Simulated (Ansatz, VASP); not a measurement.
# One calculation of Nb3Pd, two programs

```
Nb Pd
1.0
     1.72259   -2.21736    0.00000
     1.72259    2.21736    0.00000
     0.00000    0.00000    9.07671
Nb Pd
3 1
Direct
  0.50000 0.50000 0.76021
  0.50000 0.50000 0.23979
  0.00000 0.00000 0.50000
  0.00000 0.00000 0.00000
```

Alike in both runs: task single point; functional LDA; k mesh 9 × 9 × 3; occupations methfessel-paxton of order 1, width 0.15 eV; no spin polarisation.

|  | VASP | Ansatz |
| --- | --- | --- |
| version | VASP 6.6.1 | Ansatz 0.2.0 |
| potentials or method | VASP PAW LDA potentials, release 64 (Nb_sv, Pd) | plane waves, PAW |
| plane-wave cutoff (eV) | 500 | 420 |
| valence electrons in the cell | 49 | 57 |

Ansatz gave:

| Item | Value |
| --- | --- |
| gap on the k mesh at the Fermi level (eV) | none |
| pressure (GPa) | -11.2 |
| traceless stress, the component that is largest in VASP (GPa) | 0.22 |
| rms of the force components (eV/Å) | 0.030 |

Q: Estimate VASP's values.

A: gap on the k mesh at the Fermi level (eV): none; pressure (GPa): -11.3; traceless stress, the component that is largest in VASP (GPa): 0.27; rms of the force components (eV/Å): 0.025.

LDA's correlation is that of Perdew and Zunger in VASP and of Perdew and Wang (1992) in Ansatz. Atom by atom the forces differ by 0.005 eV/Å (rms over components). A gap of «none» marks a metal or a gap that the smearing closes. VASP's potentials hold 49 valence electrons a cell and Ansatz's 57, so a difference there can come from the potentials and not from the codes.
